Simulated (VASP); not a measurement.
# GaSb (Immm) in VASP: notebook

The runs below take GaSb through single point, with PBE.

Program: VASP 6.6.1. These are calculated values, not measurements. Logs are shortened: lines on timing, memory, paths and dates and some standing lists are left out, and cuts for length are marked.

### Step 1. The cell of the first run

The structure is orthorhombic, space group Immm (No. 71). The conventional cell has a = 3.328 Å, b = 5.098 Å, c = 5.664 Å, α = 90.00°, β = 90.00°, γ = 90.00°. Within 3.7 Å of Ga (site symmetry mmm) lie 6 Sb at 2.83 to 3.04 Å and 2 Ga at 3.33 Å. Within 3.7 Å of Sb (site symmetry mmm) lie 6 Ga at 2.83 to 3.04 Å and 2 Sb at 3.33 Å.

### Step 2. Single point, PBE (24.02 Å³/atom)

INCAR

```
SYSTEM = GaSb
ALGO = Normal
EDIFF = 1E-6
ENCUT = 520
GGA = PE
ISIF = 2
ISMEAR = 0
LASPH = .True.
LCHARG = .False.
LREAL = .False.
LWAVE = .False.
NBANDS = 16
NELM = 60
PREC = Accurate
SIGMA = 0.15
```

KPOINTS

```
k-points
0
Gamma
  18 18 18
  0 0 0
```

POSCAR

```
GaSb
1.0
   -1.6640562760      2.5489513523      2.8320428050
    1.6640562760     -2.5489513523      2.8320428050
    1.6640562760      2.5489513523     -2.8320428050
Ga Sb
1 1
Direct
    0.0000000000      0.0000000000      0.0000000000
    0.5000000000      0.5000000000      0.0000000000
```

Potentials or basis: VASP PAW PBE potentials, release 64 (Ga_d, Sb).

Command:

```console
$ cat potpaw_PBE.64/Ga_d/POTCAR potpaw_PBE.64/Sb/POTCAR > POTCAR
$ mpirun -np 1 vasp_std > vasp.out
```

OUTCAR:

```text
SYSTEM = GaSb
   EDIFF = 1E-6
   ENCUT = 520
   GGA = PE
   ISIF = 2
   ISMEAR = 0
   LASPH = .True.
   LREAL = .False.
   NELM = 60
   PREC = Accurate

 ion  position               nearest neighbor table
   1  0.000  0.000  0.000-   2 2.83   2 2.83   2 3.04   2 3.04   2 3.04   2 3.04
   2  0.500  0.500  0.000-   1 2.83   1 2.83   1 3.04   1 3.04   1 3.04   1 3.04

  LATTYP: Found a body centered orthorhombic cell.
 ALAT       =     3.3281125520
 B/A-ratio  =     1.5317699221
 C/A-ratio  =     1.7018912436

  Lattice vectors:

 A1 = (  -1.6640562760,   2.5489513523,   2.8320428050)
 A2 = (   1.6640562760,  -2.5489513523,   2.8320428050)
 A3 = (   1.6640562760,   2.5489513523,  -2.8320428050)

Analysis of symmetry for initial positions (statically):
=====================================================================
 Subroutine PRICEL returns:
 Original cell was already a primitive cell.

 Routine SETGRP: Setting up the symmetry group for a
 body centered orthorhombic supercell.

 Subroutine GETGRP returns: Found  8 space group operations
 (whereof  8 operations were pure point group operations)
 out of a pool of  8 trial point group operations.

The static configuration has the point symmetry D_2h.

Analysis of symmetry for dynamics (positions and initial velocities):
=====================================================================
 Subroutine PRICEL returns:
 Original cell was already a primitive cell.

 Routine SETGRP: Setting up the symmetry group for a
 body centered orthorhombic supercell.

 Subroutine GETGRP returns: Found  8 space group operations
 (whereof  8 operations were pure point group operations)
 out of a pool of  8 trial point group operations.

The dynamic configuration has the point symmetry D_2h.

 Subroutine INISYM returns: Found  8 space group operations
 (whereof  8 operations are pure point group operations),
 and found     1 'primitive' translations

----------------------------------------------------------------------------------------

                                     Primitive cell

  volume of cell :      48.0496

  direct lattice vectors                    reciprocal lattice vectors
    -1.664056276  2.548951352  2.832042805     0.000000000  0.196159099  0.176551004
     1.664056276 -2.548951352  2.832042805     0.300470607  0.000000000  0.176551004
     1.664056276  2.548951352 -2.832042805     0.300470607  0.196159099  0.000000000

  length of vectors
     4.157728074  4.157728074  4.157728074     0.263910305  0.348500851  0.358832799

  position of ions in fractional coordinates (direct lattice)
     0.000000000  0.000000000  0.000000000
     0.500000000  0.500000000  0.000000000

  ion indices of the primitive-cell ions
   primitive index   ion index
                 1           1
                 2           2

----------------------------------------------------------------------------------------

 KPOINTS: k-points

Automatic generation of k-mesh.
 Grid dimensions read from file:
 generate k-points for:   18   18   18

 Generating k-lattice:

  Cartesian coordinates                     Fractional coordinates (reciprocal lattice)
     0.000000000  0.010897728  0.009808389     0.055555556  0.000000000  0.000000000
     0.016692812  0.000000000  0.009808389     0.000000000  0.055555556  0.000000000
     0.016692812  0.010897728  0.000000000     0.000000000  0.000000000  0.055555556

  Length of vectors
     0.014661684  0.019361158  0.019935156

  Shift w.r.t. Gamma in fractional coordinates (k-lattice)
     0.000000000  0.000000000  0.000000000

 Subroutine IBZKPT returns following result:
 ===========================================

 Found    865 irreducible k-points:

 Following reciprocal coordinates:
            Coordinates               Weight
  0.000000  0.000000  0.000000      1.000000
  0.055556  0.000000  0.000000      4.000000
  0.111111  0.000000  0.000000      4.000000
  0.166667 -0.000000  0.000000      4.000000
  0.222222  0.000000  0.000000      4.000000
  0.277778  0.000000 -0.000000      4.000000
[... 16 lines left out ...]
 -0.333333  0.055556  0.000000      8.000000
 -0.277778  0.055556  0.000000      8.000000
 [... further k-points ...]
   k-points           NKPTS =    865   k-points in BZ     NKDIM =    865   number of bands    NBANDS=     16
   number of dos      NEDOS =    301   number of ions     NIONS =      2
   total plane-waves  NPLWV =  32768
   dimension x,y,z NGX =    32 NGY =   32 NGZ =   32
   dimension x,y,z NGXF=    64 NGYF=   64 NGZF=   64
   ions per type =               1   1
   NGX,Y,Z   is equivalent  to a cutoff of  12.80, 12.80, 12.80 a.u.
   NGXF,Y,Z  is equivalent  to a cutoff of  25.59, 25.59, 25.59 a.u.
 SYSTEM =  GaSb
   PREC   = accura    normal or accurate (medium, high low for compatibility)
   ISTART =      0    job   : 0-new  1-cont  2-samecut
   ICHARG =      2    charge: 1-file 2-atom 10-const
   ISPIN  =      1    spin polarized calculation?
   LNONCOLLINEAR =      F non collinear calculations
   LSORBIT =      F    spin-orbit coupling
   LASPH  =      T    aspherical Exc in radial PAW
   ENCUT  =  520.0 eV  38.22 Ry    6.18 a.u.   7.73  7.73  7.73*2*pi/ulx,y,z
   NELM   =     60;   NELMIN=  2; NELMDL= -5     # of ELM steps
   EDIFF  = 0.1E-05   stopping-criterion for ELM
   LREAL  =      F    real-space projection
[... 7 lines left out ...]
   TEBEG  =    0.0;   TEEND  =   0.0 temperature during run
   PSTRESS=    0.0 pullay stress
   NELECT =      18.0000    total number of electrons
   NUPDOWN=      -1.0000    fix difference up-down
   EMIN   =  10.00;   EMAX   =-10.00  energy-range for DOS
   EFERMI =   0.00;   METHOD = LEGACY
   ISMEAR =     0;   SIGMA  =   0.15  broadening in eV -4-tet -1-fermi 0-gaus
   EFERMI_NEDOS =   21; number of points for ismear=-14 and -15
   IALGO  =     38    algorithm
   IMIX   =      4    mixing-type and parameters
     AMIX     =   0.40;   BMIX     =  1.00
     AMIX_MAG =   1.60;   BMIX_MAG =  1.00
  volume/ion in A,a.u.               =      24.02       162.13
  Fermi-wavevector in a.u.,A,eV,Ry     =   1.180146  2.230153 18.949453  1.392745
  Thomas-Fermi vector in A             =   2.316444
   LORBIT       =      0    0 simple, 1 ext, 2 COOP (PROOUT), +10 PAW based schemes
   GGA     = PE    functional components
   LHFCALC =     F    Hartree Fock is set to
   AEXX    =    0.0000 exact exchange contribution
   IVDW    =     0    specifies the selected vdW correction
   LEPSILON=     F    determine dielectric tensor
   LRPA    =     F    only Hartree local field effects (RPA)
 non-spin polarized calculation
 Gauss-broadening in eV      SIGMA  =   0.15
  energy-cutoff  :      520.00
  volume of cell :       48.05
 maximum number of plane-waves:      1315
   NGX = 15   NGY = 15   NGZ = 15

 number of electron      18.0000004 magnetization

 Free energy of the ion-electron system (eV)
  ---------------------------------------------------
  ext. energy  EPLUGINS =         0.00000000
  ---------------------------------------------------
  free energy    TOTEN  =        -6.97658344 eV

  energy without entropy =       -6.96734797  energy(sigma->0) =       -6.97196571

 E-fermi :   6.5980     XC(G=0): -10.2568

 val. band max:        6.5938216032   @ k =   0.3333  -0.2778   0.1111
 cond. band min:       6.6134994377   @ k =   0.2778   0.4444  -0.0000
 fundamental gap:      0.0196778344
 Fermi energy:         6.5980436801

 k-point     1 :       0.0000    0.0000    0.0000
  band No.  band energies     occupation
      1      -8.3353      2.00000
      2      -8.2745      2.00000
      3      -8.2715      2.00000
      4      -8.2678      2.00000
      5      -8.2443      2.00000
      6      -5.3357      2.00000
[... 8 lines left out ...]
     15      15.4576      0.00000
     16      16.2811      0.00000

 k-point     2 :       0.0556    0.0000    0.0000
  band No.  band energies     occupation
      1      -8.3352      2.00000
      2      -8.2745      2.00000
      3      -8.2721      2.00000
      4      -8.2675      2.00000
      5      -8.2442      2.00000
      6      -5.3064      2.00000
[... 8 lines left out ...]
     15      15.4171      0.00000
     16      16.4604      0.00000

 k-point     3 :       0.1111    0.0000    0.0000
  band No.  band energies     occupation
      1      -8.3348      2.00000
      2      -8.2744      2.00000
      3      -8.2739      2.00000
      4      -8.2664      2.00000
      5      -8.2438      2.00000
      6      -5.2190      2.00000
[... 8 lines left out ...]
     15      15.2189      0.00000
     16      16.9514      0.00000

 k-point     4 :       0.1667   -0.0000    0.0000
  band No.  band energies     occupation
      1      -8.3343      2.00000
      2      -8.2766      2.00000
      3      -8.2745      2.00000
      4      -8.2646      2.00000
      5      -8.2433      2.00000
      6      -5.0749      2.00000
[... 8 lines left out ...]
     15      14.9777      0.00000
     16      17.0831      0.00000
[... 324 lines left out ...]
 k-point    22 :      -0.3889    0.0556   -0.0000
  band No.  band energies     occupation
      1      -8.3306      2.00000
      2      -8.2881      2.00000
      3      -8.2767      2.00000
      4      -8.2572      2.00000
      5      -8.2418      2.00000
      6      -4.1344      2.00000
[... 8 lines left out ...]
     15      15.5682      0.00000
     16      16.1126      0.00000

 k-point    23 :      -0.3333    0.0556    0.0000
  band No.  band energies     occupation
      1      -8.3309      2.00000
      2      -8.2853      2.00000
      3      -8.2764      2.00000
      4      -8.2590      2.00000
      5      -8.2425      2.00000
      6      -4.4282      2.00000
[... 8 lines left out ...]
     15      15.1861      0.00000
     16      16.0308      0.00000

 k-point    24 :      -0.2778    0.0556    0.0000
  band No.  band energies     occupation
      1      -8.3312      2.00000
      2      -8.2821      2.00000
      3      -8.2761      2.00000
      4      -8.2611      2.00000
      5      -8.2432      2.00000
      6      -4.6969      2.00000
[... 8 lines left out ...]
     15      15.2738      0.00000
     16      16.3245      0.00000

 [... further k-points ...]

------------------------ aborting loop because EDIFF is reached ----------------------------------------

  FORCE on cell =-STRESS in cart. coord.  units (eV):
  Direction    XX          YY          ZZ          XY          YZ          ZX
  --------------------------------------------------------------------------------------
  -------------------------------------------------------------------------------------
  Total       -0.4274128     -0.0691453      0.6482602      0.0000000      0.0000000      0.0000000
  in kB      -14.2517697     -2.3055997     21.6157631      0.0000000      0.0000000      0.0000000
  external PRESSURE =       1.6861313 kB  Pullay stress =       0.0000000 kB

 VOLUME and BASIS-vectors are now :
 -----------------------------------------------------------------------------
  energy-cutoff  :      520.00
  volume of cell :       48.05
      direct lattice vectors                 reciprocal lattice vectors
    -1.664056276  2.548951352  2.832042805     0.000000000  0.196159099  0.176551004
     1.664056276 -2.548951352  2.832042805     0.300470607  0.000000000  0.176551004
     1.664056276  2.548951352 -2.832042805     0.300470607  0.196159099  0.000000000

 POSITION                                       TOTAL-FORCE (eV/Angst)
 -----------------------------------------------------------------------------------
      0.00000      0.00000      0.00000        -0.000000      0.000000     -0.000000
      0.00000      0.00000      2.83204         0.000000     -0.000000      0.000000
 -----------------------------------------------------------------------------------
    total drift:                               -0.000000     -0.000000     -0.000000

  FREE ENERGIE OF THE ION-ELECTRON SYSTEM (eV)
  ---------------------------------------------------
  free  energy   TOTEN  =        -6.9765834385 eV

  energy  without entropy=       -6.9673479720  energy(sigma->0) =       -6.97196571
```

Wall time 6.6 min (1 thread of Intel Xeon 8259CL, shared host); peak memory 0.75 GiB.

What came out:

| Property | Result |
| --- | --- |
| Free energy | -6.9766 eV |
| Pressure | 0.2 GPa |
| Band gap on the k mesh | zero (bands 9 and 10 overlap by 5.48 eV) |

Stress tensor (GPa, compression positive):
```
-1.43  0.00  0.00
 0.00 -0.23  0.00
 0.00  0.00  2.16
```

Caveat: spin-orbit coupling is left out, which moves the levels of the heavy elements.

### Step 3. Single point, PBE (26.59 Å³/atom)

This run uses another cell than the first one, of 26.59 Å³/atom.

INCAR

```
SYSTEM = GaSb
PREC = Accurate
ENCUT = 520
EDIFF = 1E-6
ISMEAR = 0
SIGMA = 0.15
LREAL = .FALSE.
LASPH = .TRUE.
NELM = 100
ALGO = Normal
ISIF = 2
LWAVE = .FALSE.
LCHARG = .FALSE.
GGA = PE
NBANDS = 16
```

KPOINTS

```
regular mesh
0
G
  18 18 18
  0 0 0
```

POSCAR

```
GaSb
1.0
   -1.6316143445      2.7079570968      3.0087080341
    1.6316143445     -2.7079570968      3.0087080341
    1.6316143445      2.7079570968     -3.0087080341
Ga Sb
1 1
Direct
    0.0000000000      0.0000000000      0.0000000000
    0.5000000000      0.5000000000      0.0000000000
```

Potentials or basis: VASP PAW PBE potentials, release 64 (Ga_d, Sb).

Command:

```console
$ cat potpaw_PBE.64/Ga_d/POTCAR potpaw_PBE.64/Sb/POTCAR > POTCAR
$ mpirun -np 1 vasp_std > vasp.out
```

It took 6.9 min on 1 thread of Intel Xeon Platinum 8259CL at 2.50GHz (Skylake/Cascade Lake), shared host; peak memory 0.8 GiB.

It converged, with:

| Property | Result |
| --- | --- |
| Free energy | -6.9126 eV |
| Pressure | -4.2 GPa |
| Band gap on the k mesh | zero (bands 9 and 10 overlap by 4.37 eV) |

Stress tensor (GPa, compression positive):
```
-3.60  0.00  0.00
 0.00 -4.01  0.00
 0.00  0.00 -4.94
```

Levels at points of the mesh, in eV from the Fermi level:
| k point | band 5 | band 6 | band 7 | band 8 | band 9 | band 10 | band 11 | band 12 | band 13 | band 14 |
| --- | --- | --- | --- | --- | --- | --- | --- | --- | --- | --- |
| (0.00, 0.00, 0.00) | -14.71 | -11.23 | -3.25 | -1.86 | -1.27 | 3.67 | 4.41 | 5.59 | 7.22 | 7.30 |
| (0.50, 0.00, 0.00) | -14.71 | -10.00 | -7.42 | -0.13 | 1.50 | 2.03 | 2.75 | 4.00 | 6.28 | 8.21 |
| (0.00, 0.50, 0.00) | -14.70 | -8.00 | -5.68 | -1.70 | -0.21 | -0.16 | 1.25 | 2.30 | 3.33 | 8.61 |
| (0.50, 0.50, 0.00) | -14.70 | -7.96 | -4.45 | -3.31 | -1.87 | -1.51 | 3.46 | 3.97 | 6.24 | 7.42 |
| (0.50, 0.50, 0.50) | -14.71 | -9.19 | -5.53 | -4.49 | -4.16 | 2.68 | 6.52 | 8.75 | 9.08 | 9.46 |

Caveat: the cell stands under tension; spin-orbit coupling is left out, which moves the levels of the heavy elements.
